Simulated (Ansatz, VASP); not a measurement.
Two plane-wave programs on InSb

The input INCAR:

```
SYSTEM = InSb
PREC = Accurate
ENCUT = 500
EDIFF = 1E-6
ISMEAR = 0
SIGMA = 0.0069
LREAL = .False.
LASPH = .True.
NELM = 120
ALGO = Normal
ISIF = 2
LWAVE = .False.
LCHARG = .False.
GGA = PE
NBANDS = 16
GGA_COMPAT = .False.
```

Contents of KPOINTS:

```
Automatic mesh
0
Gamma
  4 4 4
  0 0 0
```

The input POSCAR:

```
InSb
1.0
    0.0000000000      3.0735130000      3.0735130000
    3.0735130000      0.0000000000      3.0735130000
    3.0735130000      3.0735130000      0.0000000000
In Sb
1 1
Direct
    0.0000000000      0.0000000000      0.0000000000
    0.5000000000      0.5000000000      0.5000000000
```

Input for Ansatz:

```yaml
crystal:
  lattice:
    - [0.0, 3.073513, 3.073513]
    - [3.073513, 0.0, 3.073513]
    - [3.073513, 3.073513, 0.0]
  atoms:
    - { symbol: In, position: [0.0, 0.0, 0.0] }
    - { symbol: Sb, position: [0.5, 0.5, 0.5] }
basis:
  ecutwfc: 420
kpoints:
  mp_grid: { grid: [4, 4, 4] }
hamiltonian:
  xc: pbe
scf:
  occupations: { method: gaussian, width: 0.0069 }
output:
  forces: true
  stress: true
  eigenvalues: true
```

Alike in both runs: task single point; functional PBE; k mesh 4 × 4 × 4; occupations gaussian, width 0.0069 eV; no spin polarisation.

|  | VASP | Ansatz |
| --- | --- | --- |
| version | VASP 6.6.1 | Ansatz 0.2.0 |
| potentials or method | VASP PAW PBE potentials, release 64 (In_d, Sb), cutoff 500 eV | scalar-relativistic, plane waves, PAW |
| valence electrons in the cell | 18 | 28 |

Ansatz gave:

```
gap on the k mesh at the Fermi level (eV) : none
pressure (GPa)                            : 1.9
```

Question: What did VASP give for the same quantities?

Answer: gap on the k mesh at the Fermi level (eV): none; pressure (GPa): 1.8.

A gap of «none» marks a metal or a gap that the smearing closes. VASP's potentials hold 18 valence electrons a cell and Ansatz's 28, so a difference there can come from the potentials and not from the codes.

The k mesh is coarse, so the values compare programs but aren't converged. Spin-orbit coupling is off throughout.
